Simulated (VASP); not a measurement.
# Mo (P6_3/mmc) in VASP: notebook

Mo is run at these levels: revPBE; tasks: single point, relaxation of cell and atoms.

All numbers are computed with VASP 6.6.1; they aren't measurements. Logs are shortened: lines on timing, memory, paths and dates and some standing lists are left out, and cuts for length are marked.

**1. The cell of the first run**

It takes space group P6_3/mmc (No. 194, hexagonal). Conventional cell: a = 2.804 Å, b = 2.804 Å, c = 4.973 Å, α = 90.00°, β = 90.00°, γ = 120.00°. Within 3.7 Å of Mo (site symmetry -6m2) lie 12 Mo at 2.80 to 2.97 Å.

This isn't the form of Mo at room conditions, which is bcc.

**2. Single point, revPBE (16.94 Å³/atom)**

INCAR

```
SYSTEM = Mo
PREC = Accurate ; ENCUT = 520
EDIFF = 1E-6 ; ISMEAR = -1
SIGMA = 0.1 ; LREAL = .FALSE.
LASPH = .TRUE. ; NELM = 80
ALGO = Normal ; ISIF = 2
LWAVE = .FALSE. ; LCHARG = .FALSE.
GGA = RE ; NBANDS = 21
```

KPOINTS

```
Automatic mesh
0
G
  15 15 7
  0 0 0
```

POSCAR

```
Mo
1.0
    2.8042179513      0.0000000000      0.0000000000
   -1.4021089757      2.4285239836      0.0000000000
    0.0000000000      0.0000000000      4.9734947704
Mo
2
Direct
    0.3333333333      0.6666666667      0.2500000000
    0.6666666667      0.3333333333      0.7500000000
```

Potentials or basis: VASP PAW PBE potentials, release 64 (Mo_sv).

On the command line:

```
$ cat potpaw_PBE.64/Mo_sv/POTCAR > POTCAR
$ mpirun -np 1 vasp_std > vasp.out
```

OUTCAR:

```text
SYSTEM = Mo
   PREC = Accurate
   ENCUT = 520
   EDIFF = 1E-6
   ISMEAR = -1
   LREAL = .FALSE.
   LASPH = .TRUE.
   NELM = 80
   ISIF = 2
   GGA = RE

 ion  position               nearest neighbor table
   1  0.333  0.667  0.250-   2 2.97   2 2.97   2 2.97   2 2.97   2 2.97   2 2.97
   2  0.667  0.333  0.750-   1 2.97   1 2.97   1 2.97   1 2.97   1 2.97   1 2.97

  LATTYP: Found a hexagonal cell.
 ALAT       =     2.8042179513
 C/A-ratio  =     1.7735763970

  Lattice vectors:

 A1 = (   2.8042179513,   0.0000000000,   0.0000000000)
 A2 = (  -1.4021089757,   2.4285239836,   0.0000000000)
 A3 = (   0.0000000000,   0.0000000000,   4.9734947704)

Analysis of symmetry for initial positions (statically):
=====================================================================
 Subroutine PRICEL returns:
 Original cell was already a primitive cell.

 Routine SETGRP: Setting up the symmetry group for a
 hexagonal supercell.

 Subroutine GETGRP returns: Found 24 space group operations
 (whereof 12 operations were pure point group operations)
 out of a pool of 24 trial point group operations.

The static configuration has the point symmetry D_3d.
 The point group associated with its full space group is D_6h.

Analysis of symmetry for dynamics (positions and initial velocities):
=====================================================================
 Subroutine PRICEL returns:
 Original cell was already a primitive cell.

 Routine SETGRP: Setting up the symmetry group for a
 hexagonal supercell.

 Subroutine GETGRP returns: Found 24 space group operations
 (whereof 12 operations were pure point group operations)
 out of a pool of 24 trial point group operations.

The dynamic configuration has the point symmetry D_3d.
 The point group associated with its full space group is D_6h.

 Subroutine INISYM returns: Found 24 space group operations
 (whereof 12 operations are pure point group operations),
 and found     1 'primitive' translations

----------------------------------------------------------------------------------------

                                     Primitive cell

  volume of cell :      33.8700

  direct lattice vectors                    reciprocal lattice vectors
     2.804217951  0.000000000  0.000000000     0.356605662  0.205886375  0.000000000
    -1.402108976  2.428523984  0.000000000     0.000000000  0.411772750  0.000000000
     0.000000000  0.000000000  4.973494770     0.000000000  0.000000000  0.201065859

  length of vectors
     2.804217951  2.804217951  4.973494770     0.411772750  0.411772750  0.201065859

  position of ions in fractional coordinates (direct lattice)
     0.333333333  0.666666667  0.250000000
     0.666666667  0.333333333  0.750000000

  ion indices of the primitive-cell ions
   primitive index   ion index
                 1           1
                 2           2

----------------------------------------------------------------------------------------

 KPOINTS: Automatic mesh

Automatic generation of k-mesh.
 Grid dimensions read from file:
 generate k-points for:   15   15    7

 Generating k-lattice:

  Cartesian coordinates                     Fractional coordinates (reciprocal lattice)
     0.023773711  0.013725758  0.000000000     0.066666667  0.000000000  0.000000000
     0.000000000  0.027451517  0.000000000     0.000000000  0.066666667  0.000000000
     0.000000000  0.000000000  0.028723694     0.000000000  0.000000000  0.142857143

  Length of vectors
     0.027451517  0.027451517  0.028723694

  Shift w.r.t. Gamma in fractional coordinates (k-lattice)
     0.000000000  0.000000000  0.000000000

 Subroutine IBZKPT returns following result:
 ===========================================

 Found    108 irreducible k-points:

 Following reciprocal coordinates:
            Coordinates               Weight
  0.000000  0.000000  0.000000      1.000000
  0.066667  0.000000  0.000000      6.000000
  0.133333  0.000000  0.000000      6.000000
  0.200000  0.000000  0.000000      6.000000
  0.266667  0.000000  0.000000      6.000000
  0.333333 -0.000000  0.000000      6.000000
[... 16 lines left out ...]
  0.333333  0.200000  0.000000     12.000000
  0.400000  0.200000  0.000000      6.000000
 [... further k-points ...]
   k-points           NKPTS =    108   k-points in BZ     NKDIM =    108   number of bands    NBANDS=     21
   number of dos      NEDOS =    301   number of ions     NIONS =      2
   total plane-waves  NPLWV =  23040
   dimension x,y,z NGX =    24 NGY =   24 NGZ =   40
   dimension x,y,z NGXF=    48 NGYF=   48 NGZF=   80
   ions per type =               2
   NGX,Y,Z   is equivalent  to a cutoff of  14.23, 14.23, 13.37 a.u.
   NGXF,Y,Z  is equivalent  to a cutoff of  28.46, 28.46, 26.74 a.u.
 SYSTEM =  Mo
   PREC   = accura    normal or accurate (medium, high low for compatibility)
   ISTART =      0    job   : 0-new  1-cont  2-samecut
   ICHARG =      2    charge: 1-file 2-atom 10-const
   ISPIN  =      1    spin polarized calculation?
   LNONCOLLINEAR =      F non collinear calculations
   LSORBIT =      F    spin-orbit coupling
   LASPH  =      T    aspherical Exc in radial PAW
   ENCUT  =  520.0 eV  38.22 Ry    6.18 a.u.   5.21  5.21  9.25*2*pi/ulx,y,z
   NELM   =     80;   NELMIN=  2; NELMDL= -5     # of ELM steps
   EDIFF  = 0.1E-05   stopping-criterion for ELM
   LREAL  =      F    real-space projection
   EDIFFG = 0.1E-04   stopping-criterion for IOM
   NSW    =      0    number of steps for IOM
   IBRION =     -1    ionic relax: 0-MD 1-quasi-New 2-CG
   NFREE  =      0    steps in history (QN), initial steepest desc. (CG)
   ISIF   =      2    stress and relaxation
   ISYM   =      2    0-nonsym 1-usesym 2-fastsym
   POTIM  = 0.5000    time-step for ionic-motion
   TEBEG  =    0.0;   TEEND  =   0.0 temperature during run
   PSTRESS=    0.0 pullay stress
   NELECT =      28.0000    total number of electrons
   NUPDOWN=      -1.0000    fix difference up-down
   EMIN   =  10.00;   EMAX   =-10.00  energy-range for DOS
   EFERMI =   0.00;   METHOD = LEGACY
   ISMEAR =    -1;   SIGMA  =   0.10  broadening in eV -4-tet -1-fermi 0-gaus
   EFERMI_NEDOS =   21; number of points for ismear=-14 and -15
   IALGO  =     38    algorithm
   IMIX   =      4    mixing-type and parameters
     AMIX     =   0.40;   BMIX     =  1.00
     AMIX_MAG =   1.60;   BMIX_MAG =  1.00
  volume/ion in A,a.u.               =      16.94       114.28
  Fermi-wavevector in a.u.,A,eV,Ry     =   1.536463  2.903495 32.119544  2.360720
  Thomas-Fermi vector in A             =   2.643109
   LORBIT       =      0    0 simple, 1 ext, 2 COOP (PROOUT), +10 PAW based schemes
   GGA     = RE    functional components
   LHFCALC =     F    Hartree Fock is set to
   AEXX    =    0.0000 exact exchange contribution
   IVDW    =     0    specifies the selected vdW correction
   LEPSILON=     F    determine dielectric tensor
   LRPA    =     F    only Hartree local field effects (RPA)
 non-spin polarized calculation
  energy-cutoff  :      520.00
  volume of cell :       33.87
 maximum number of plane-waves:       925
 NGX is ok and might be reduce to    24
   NGX = 11   NGY = 11   NGZ = 19

 number of electron      28.0000003 magnetization

 Free energy of the ion-electron system (eV)
  ---------------------------------------------------
  ext. energy  EPLUGINS =         0.00000000
  ---------------------------------------------------
  free energy    TOTEN  =       -20.11302681 eV

  energy without entropy =      -20.02293866  energy(sigma->0) =      -20.06798273

 E-fermi :  11.1224     XC(G=0): -12.8712

 val. band max:       11.1208061161   @ k =   0.3333  -0.0000   0.4286
 cond. band min:      11.1329527940   @ k =   0.4667   0.0667   0.1429
 fundamental gap:      0.0121466779
 Fermi energy:        11.1224492938

 k-point     1 :       0.0000    0.0000    0.0000
  band No.  band energies     occupation
      1     -49.7625      2.00000
      2     -49.6365      2.00000
      3     -24.2455      2.00000
      4     -23.3630      2.00000
      5     -23.2052      2.00000
      6     -23.2052      2.00000
[... 13 lines left out ...]
     20      14.2546      0.00000
     21      20.1255      0.00000

 k-point     2 :       0.0667    0.0000    0.0000
  band No.  band energies     occupation
      1     -49.7543      2.00000
      2     -49.6308      2.00000
      3     -24.2303      2.00000
      4     -23.3649      2.00000
      5     -23.2531      2.00000
      6     -23.2184      2.00000
[... 13 lines left out ...]
     20      14.8333      0.00000
     21      20.0985      0.00000

 k-point     3 :       0.1333    0.0000    0.0000
  band No.  band energies     occupation
      1     -49.7311      2.00000
      2     -49.6146      2.00000
      3     -24.1861      2.00000
      4     -23.3878      2.00000
      5     -23.3712      2.00000
      6     -23.2995      2.00000
[... 13 lines left out ...]
     20      15.9816      0.00000
     21      20.0079      0.00000

 k-point     4 :       0.2000    0.0000    0.0000
  band No.  band energies     occupation
      1     -49.6962      2.00000
      2     -49.5911      2.00000
      3     -24.1176      2.00000
      4     -23.5847      2.00000
      5     -23.4934      2.00000
      6     -23.3836      2.00000
[... 13 lines left out ...]
     20      17.2701      0.00000
     21      19.8541      0.00000

 k-point     5 :       0.2667    0.0000    0.0000
  band No.  band energies     occupation
      1     -49.6549      2.00000
      2     -49.5649      2.00000
      3     -24.0322      2.00000
      4     -23.8081      2.00000
      5     -23.7093      2.00000
      6     -23.4043      2.00000
[... 13 lines left out ...]
     20      18.5585      0.00000
     21      19.6865      0.00000
[... 382 lines left out ...]
     20      20.0799      0.00000
     21      20.4886      0.00000

 k-point    22 :       0.2667    0.2000    0.0000
  band No.  band energies     occupation
      1     -49.5708      2.00000
      2     -49.5203      2.00000
      3     -24.0518      2.00000
      4     -23.9907      2.00000
      5     -23.8319      2.00000
      6     -23.6026      2.00000
[... 13 lines left out ...]
     20      20.7552      0.00000
     21      21.7535      0.00000

 k-point    23 :       0.3333    0.2000    0.0000
  band No.  band energies     occupation
      1     -49.5461      2.00000
      2     -49.5122      2.00000
      3     -24.1307      2.00000
      4     -24.0287      2.00000
      5     -23.7577      2.00000
      6     -23.6832      2.00000
[... 13 lines left out ...]
     20      19.9741      0.00000
     21      21.5394      0.00000

 k-point    24 :       0.4000    0.2000    0.0000
  band No.  band energies     occupation
      1     -49.5360      2.00000
      2     -49.5106      2.00000
      3     -24.1581      2.00000
      4     -24.0395      2.00000
      5     -23.7225      2.00000
      6     -23.7147      2.00000
[... 13 lines left out ...]
     20      19.2367      0.00000
     21      21.1405      0.00000

 [... further k-points ...]

------------------------ aborting loop because EDIFF is reached ----------------------------------------

  FORCE on cell =-STRESS in cart. coord.  units (eV):
  Direction    XX          YY          ZZ          XY          YZ          ZX
  --------------------------------------------------------------------------------------
  -------------------------------------------------------------------------------------
  Total       -1.7957497     -1.7957497     -1.4812743      0.0000000      0.0000000     -0.0000000
  in kB      -84.9455341    -84.9455341    -70.0696984      0.0000000      0.0000000     -0.0000000
  external PRESSURE =     -79.9869222 kB  Pullay stress =       0.0000000 kB

 VOLUME and BASIS-vectors are now :
 -----------------------------------------------------------------------------
  energy-cutoff  :      520.00
  volume of cell :       33.87
      direct lattice vectors                 reciprocal lattice vectors
     2.804217951  0.000000000  0.000000000     0.356605662  0.205886375  0.000000000
    -1.402108976  2.428523984  0.000000000     0.000000000  0.411772750  0.000000000
     0.000000000  0.000000000  4.973494770     0.000000000  0.000000000  0.201065859

 POSITION                                       TOTAL-FORCE (eV/Angst)
 -----------------------------------------------------------------------------------
     -0.00000      1.61902      1.24337         0.000000     -0.000000      0.000000
      1.40211      0.80951      3.73012        -0.000000      0.000000      0.000000
 -----------------------------------------------------------------------------------
    total drift:                               -0.000000      0.000000     -0.000000

  FREE ENERGIE OF THE ION-ELECTRON SYSTEM (eV)
  ---------------------------------------------------
  free  energy   TOTEN  =       -20.1130268058 eV

  energy  without entropy=      -20.0229386637  energy(sigma->0) =      -20.06798273
```

Wall time 47 s (1 thread of Intel Xeon Platinum 8488C (Sapphire Rapids), shared host); peak memory 0.2 GiB.

Results:

| Property | Result |
| --- | --- |
| Free energy | -20.1130 eV |
| Pressure | -8.0 GPa |
| Band gap on the k mesh | zero (bands 14 and 15 overlap by 1.57 eV) |

Levels at points of the mesh, in eV from the Fermi level:
```tsv
k point	band 10	band 11	band 12	band 13	band 14	band 15	band 16	band 17	band 18	band 19
(0.00, 0.00, 0.00)	-4.49	-1.57	-0.58	-0.58	-0.12	-0.12	0.50	1.36	1.36	3.13
```

Caveat: the cell stands under tension; the PAW data sets were made with another functional, which shifts forces and pressure a little.

[end of part 1 of 3]
